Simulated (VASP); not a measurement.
# Rh (R-3m) in VASP: single point with PBE

Aim: the single point of Rh with PBE.

Program: VASP 6.6.1. These are calculated values, not measurements. Logs are shortened: lines on timing, memory, paths and dates and some standing lists are left out, and cuts for length are marked.

## 1. The cell of the first run

The typed cell holds 3 atoms: a = 2.709 Å, b = 2.709 Å, c = 6.632 Å, α = 90.00°, β = 90.00°, γ = 120.00°.

## 2. Single point, PBE

File INCAR:

```
SYSTEM = Rh
ALGO = Fast
EDIFF = 1E-7
ENCUT = 520
GGA = PE
ISIF = 2
ISMEAR = 0
LASPH = .True.
LCHARG = .True.
LELF = .True.
LREAL = .False.
LVHAR = .True.
LWAVE = .False.
NBANDS = 30
NELM = 80
PREC = Accurate
SIGMA = 0.1
```

File KPOINTS:

```
k-points
0
Gamma
  18 18 7
  0 0 0
```

File POSCAR:

```
Rh
1.0
    2.7085489982      0.0000000000      0.0000000000
   -1.3542744991      2.3456722398      0.0000000000
    0.0000000000      0.0000000000      6.6319589394
Rh
3
Direct
    0.0000000000      0.0000000000      0.0000000000
    0.3333333333      0.6666666667      0.3333333333
    0.6666666667      0.3333333333      0.6666666667
```

Potentials or basis: VASP PAW PBE potentials, release 64 (Rh_pv).

The run is started by

```sh
cat potpaw_PBE.64/Rh_pv/POTCAR > POTCAR
mpirun -np 1 vasp_std > vasp.out
```

OUTCAR:

```text
SYSTEM = Rh
   EDIFF = 1E-7
   ENCUT = 520
   GGA = PE
   ISIF = 2
   ISMEAR = 0
   LASPH = .True.
   LREAL = .False.
   NELM = 80
   PREC = Accurate

 ion  position               nearest neighbor table
   1  0.000  0.000  0.000-   2 2.71   3 2.71   2 2.71   3 2.71   3 2.71   2 2.71
   2  0.333  0.667  0.333-   1 2.71   1 2.71   1 2.71   3 2.71   3 2.71   3 2.71
   3  0.667  0.333  0.667-   1 2.71   1 2.71   1 2.71   2 2.71   2 2.71   2 2.71

  LATTYP: Found a hexagonal cell.
 ALAT       =     2.7085489982
 C/A-ratio  =     2.4485283241

  Lattice vectors:

 A1 = (   2.7085489982,   0.0000000000,   0.0000000000)
 A2 = (  -1.3542744991,   2.3456722398,   0.0000000000)
 A3 = (   0.0000000000,   0.0000000000,   6.6319589394)

Analysis of symmetry for initial positions (statically):
=====================================================================
 Subroutine PRICEL returns following result:

  LATTYP: Found a trigonal (rhomboedric) cell.
 ALAT       =     2.7078403123
 COS(alpha) =     0.4997382494

  Lattice vectors:

 A1 = (   1.3542744988,   0.7818907468,  -2.2106529802)
 A2 = (   0.0000000001,  -1.5637814933,  -2.2106529796)
 A3 = (  -1.3542744990,   0.7818907465,  -2.2106529796)

   3 primitive cells build up your supercell.

 Routine SETGRP: Setting up the symmetry group for a
 hexagonal supercell.

 Subroutine GETGRP returns: Found 12 space group operations
 (whereof 12 operations were pure point group operations)
 out of a pool of 24 trial point group operations.

The static configuration has the point symmetry D_3d.

Analysis of symmetry for dynamics (positions and initial velocities):
=====================================================================
 Subroutine PRICEL returns following result:

  LATTYP: Found a trigonal (rhomboedric) cell.
 ALAT       =     2.7078403123
 COS(alpha) =     0.4997382494

  Lattice vectors:

 A1 = (   1.3542744988,   0.7818907468,  -2.2106529802)
 A2 = (   0.0000000001,  -1.5637814933,  -2.2106529796)
 A3 = (  -1.3542744990,   0.7818907465,  -2.2106529796)

   3 primitive cells build up your supercell.

 Routine SETGRP: Setting up the symmetry group for a
 hexagonal supercell.

 Subroutine GETGRP returns: Found 12 space group operations
 (whereof 12 operations were pure point group operations)
 out of a pool of 24 trial point group operations.

The dynamic configuration has the point symmetry D_3d.

 Subroutine INISYM returns: Found 12 space group operations
 (whereof 12 operations are pure point group operations),
 and found     3 'primitive' translations

----------------------------------------------------------------------------------------

                                     Primitive cell

  volume of cell :      14.0451

  direct lattice vectors                    reciprocal lattice vectors
     1.354274499  0.781890747 -2.210652980     0.369201370  0.213158510 -0.150785011
     0.000000000 -1.563781493 -2.210652980    -0.000000000 -0.426317020 -0.150785011
    -1.354274499  0.781890747 -2.210652980    -0.369201370  0.213158510 -0.150785011

  length of vectors
     2.707840312  2.707840312  2.707840312     0.452197215  0.452197215  0.452197215

  position of ions in fractional coordinates (direct lattice)
     0.000000000  0.000000000  0.000000000

  ion indices of the primitive-cell ions
   primitive index   ion index
                 1           1

----------------------------------------------------------------------------------------

 KPOINTS: k-points

Automatic generation of k-mesh.
 Grid dimensions read from file:
 generate k-points for:   18   18    7

 Generating k-lattice:

  Cartesian coordinates                     Fractional coordinates (reciprocal lattice)
     0.020511187  0.011842139  0.000000000     0.055555556  0.000000000  0.000000000
     0.000000000  0.023684279  0.000000000     0.000000000  0.055555556  0.000000000
     0.000000000  0.000000000  0.021540716     0.000000000  0.000000000  0.142857143

  Length of vectors
     0.023684279  0.023684279  0.021540716

  Shift w.r.t. Gamma in fractional coordinates (k-lattice)
     0.000000000  0.000000000  0.000000000

 Subroutine IBZKPT returns following result:
 ===========================================

 Found    229 irreducible k-points:

 Following reciprocal coordinates:
            Coordinates               Weight
  0.000000  0.000000  0.000000      1.000000
  0.055556  0.000000  0.000000      6.000000
  0.111111  0.000000  0.000000      6.000000
  0.166667  0.000000  0.000000      6.000000
  0.222222  0.000000  0.000000      6.000000
  0.277778  0.000000  0.000000      6.000000
[... 16 lines left out ...]
  0.333333  0.111111  0.000000     12.000000
  0.388889  0.111111  0.000000     12.000000
 [... further k-points ...]
   k-points           NKPTS =    229   k-points in BZ     NKDIM =    229   number of bands    NBANDS=     30
   number of dos      NEDOS =    301   number of ions     NIONS =      3
   total plane-waves  NPLWV =  20000
   dimension x,y,z NGX =    20 NGY =   20 NGZ =   50
   dimension x,y,z NGXF=    40 NGYF=   40 NGZF=  100
   ions per type =               3
   NGX,Y,Z   is equivalent  to a cutoff of  12.28, 12.28, 12.53 a.u.
   NGXF,Y,Z  is equivalent  to a cutoff of  24.55, 24.55, 25.07 a.u.
 SYSTEM =  Rh
   PREC   = accura    normal or accurate (medium, high low for compatibility)
   ISTART =      0    job   : 0-new  1-cont  2-samecut
   ICHARG =      2    charge: 1-file 2-atom 10-const
   ISPIN  =      1    spin polarized calculation?
   LNONCOLLINEAR =      F non collinear calculations
   LSORBIT =      F    spin-orbit coupling
   LASPH  =      T    aspherical Exc in radial PAW
   ENCUT  =  520.0 eV  38.22 Ry    6.18 a.u.   5.04  5.04 12.33*2*pi/ulx,y,z
   NELM   =     80;   NELMIN=  2; NELMDL= -5     # of ELM steps
   EDIFF  = 0.1E-06   stopping-criterion for ELM
   LREAL  =      F    real-space projection
   EDIFFG = 0.1E-05   stopping-criterion for IOM
   NSW    =      0    number of steps for IOM
   IBRION =     -1    ionic relax: 0-MD 1-quasi-New 2-CG
   NFREE  =      0    steps in history (QN), initial steepest desc. (CG)
   ISIF   =      2    stress and relaxation
   ISYM   =      2    0-nonsym 1-usesym 2-fastsym
   POTIM  = 0.5000    time-step for ionic-motion
   TEBEG  =    0.0;   TEEND  =   0.0 temperature during run
   PSTRESS=    0.0 pullay stress
   NELECT =      45.0000    total number of electrons
   NUPDOWN=      -1.0000    fix difference up-down
   EMIN   =  10.00;   EMAX   =-10.00  energy-range for DOS
   EFERMI =   0.00;   METHOD = LEGACY
   ISMEAR =     0;   SIGMA  =   0.10  broadening in eV -4-tet -1-fermi 0-gaus
   EFERMI_NEDOS =   21; number of points for ismear=-14 and -15
   IALGO  =     68    algorithm
   IMIX   =      4    mixing-type and parameters
     AMIX     =   0.40;   BMIX     =  1.00
     AMIX_MAG =   1.60;   BMIX_MAG =  1.00
  volume/ion in A,a.u.               =      14.05        94.78
  Fermi-wavevector in a.u.,A,eV,Ry     =   1.673390  3.162248 38.099477  2.800233
  Thomas-Fermi vector in A             =   2.758369
   LORBIT       =      0    0 simple, 1 ext, 2 COOP (PROOUT), +10 PAW based schemes
   GGA     = PE    functional components
   LHFCALC =     F    Hartree Fock is set to
   AEXX    =    0.0000 exact exchange contribution
   IVDW    =     0    specifies the selected vdW correction
   LEPSILON=     F    determine dielectric tensor
   LRPA    =     F    only Hartree local field effects (RPA)
 non-spin polarized calculation
 RMM-DIIS sequential band-by-band and
 Gauss-broadening in eV      SIGMA  =   0.10
  energy-cutoff  :      520.00
  volume of cell :       42.14
 maximum number of plane-waves:      1150
   NGX = 11   NGY = 11   NGZ = 25

 number of electron      45.0000005 magnetization

 Free energy of the ion-electron system (eV)
  ---------------------------------------------------
  ext. energy  EPLUGINS =         0.00000000
  ---------------------------------------------------
  free energy    TOTEN  =       -21.78531133 eV

  energy without entropy =      -21.76513767  energy(sigma->0) =      -21.77522450

 E-fermi :  11.5189     XC(G=0): -13.8948

 val. band max:       11.5186214083   @ k =   0.0556   0.0000   0.0000
 cond. band min:      11.5194062130   @ k =   0.2778   0.2222   0.4286
 fundamental gap:      0.0007848047
 Fermi energy:        11.5189008936

 k-point     1 :       0.0000    0.0000    0.0000
  band No.  band energies     occupation
      1     -35.3431      2.00000
      2     -35.3431      2.00000
      3     -34.9012      2.00000
      4     -34.9012      2.00000
      5     -34.9012      2.00000
      6     -34.9012      2.00000
[... 22 lines left out ...]
     29      23.7545      0.00000
     30      27.5506      0.00000

 k-point     2 :       0.0556    0.0000    0.0000
  band No.  band energies     occupation
      1     -35.3408      2.00000
      2     -35.3403      2.00000
      3     -34.9238      2.00000
      4     -34.9143      2.00000
      5     -34.9049      2.00000
      6     -34.8955      2.00000
[... 22 lines left out ...]
     29      23.8083      0.00000
     30      27.7017      0.00000

 k-point     3 :       0.1111    0.0000    0.0000
  band No.  band energies     occupation
      1     -35.3356      2.00000
      2     -35.3322      2.00000
      3     -34.9703      2.00000
      4     -34.9344      2.00000
      5     -34.9324      2.00000
      6     -34.8988      2.00000
[... 22 lines left out ...]
     29      23.9749      0.00000
     30      28.1158      0.00000

 k-point     4 :       0.1667    0.0000    0.0000
  band No.  band energies     occupation
      1     -35.3320      2.00000
      2     -35.3209      2.00000
      3     -35.0324      2.00000
      4     -34.9768      2.00000
      5     -34.9756      2.00000
      6     -34.9597      2.00000
[... 616 lines left out ...]
     29      24.7689      0.00000
     30      25.2101      0.00000

 k-point    23 :       0.3333    0.1111    0.0000
  band No.  band energies     occupation
      1     -35.4148      2.00000
      2     -35.4018      2.00000
      3     -35.3419      2.00000
      4     -35.1148      2.00000
      5     -35.1018      2.00000
      6     -35.0620      2.00000
[... 22 lines left out ...]
     29      23.7341      0.00000
     30      23.9955      0.00000

 k-point    24 :       0.3889    0.1111    0.0000
  band No.  band energies     occupation
      1     -35.4382      2.00000
      2     -35.4227      2.00000
      3     -35.3939      2.00000
      4     -35.1110      2.00000
      5     -35.0917      2.00000
      6     -35.0677      2.00000
[... 22 lines left out ...]
     29      22.0844      0.00000
     30      23.3098      0.00000

 [... further k-points ...]

------------------------ aborting loop because EDIFF is reached ----------------------------------------

  FORCE on cell =-STRESS in cart. coord.  units (eV):
  Direction    XX          YY          ZZ          XY          YZ          ZX
  --------------------------------------------------------------------------------------
  -------------------------------------------------------------------------------------
  Total        0.0116880      0.0116880      0.0104351      0.0000000     -0.0000000      0.0000000
  in kB        0.4444307      0.4444307      0.3967900      0.0000000     -0.0000000      0.0000000
  external PRESSURE =       0.4285505 kB  Pullay stress =       0.0000000 kB

 VOLUME and BASIS-vectors are now :
 -----------------------------------------------------------------------------
  energy-cutoff  :      520.00
  volume of cell :       42.14
      direct lattice vectors                 reciprocal lattice vectors
     2.708548998  0.000000000  0.000000000     0.369201370  0.213158510  0.000000000
    -1.354274499  2.345672240  0.000000000     0.000000000  0.426317020  0.000000000
     0.000000000  0.000000000  6.631958939     0.000000000  0.000000000  0.150785011

 POSITION                                       TOTAL-FORCE (eV/Angst)
 -----------------------------------------------------------------------------------
      0.00000      0.00000      0.00000         0.000000     -0.000000      0.000000
     -0.00000      1.56378      2.21065        -0.000000      0.000000     -0.000000
      1.35427      0.78189      4.42131         0.000000     -0.000000      0.000000
 -----------------------------------------------------------------------------------
    total drift:                               -0.000000      0.000000      0.000000

  FREE ENERGIE OF THE ION-ELECTRON SYSTEM (eV)
  ---------------------------------------------------
  free  energy   TOTEN  =       -21.7853113275 eV

  energy  without entropy=      -21.7651376705  energy(sigma->0) =      -21.77522450
```

Wall time 2.8 min (1 thread of AMD EPYC 9R45 (Zen 5), shared host); peak memory 0.28 GiB.

What came out:

```yaml
Free_energy: -21.7853 eV
Pressure: 0.0 GPa
Band_gap_on_the_k_mesh: zero (an odd number of electrons rules out a gap without spin polarisation)
```
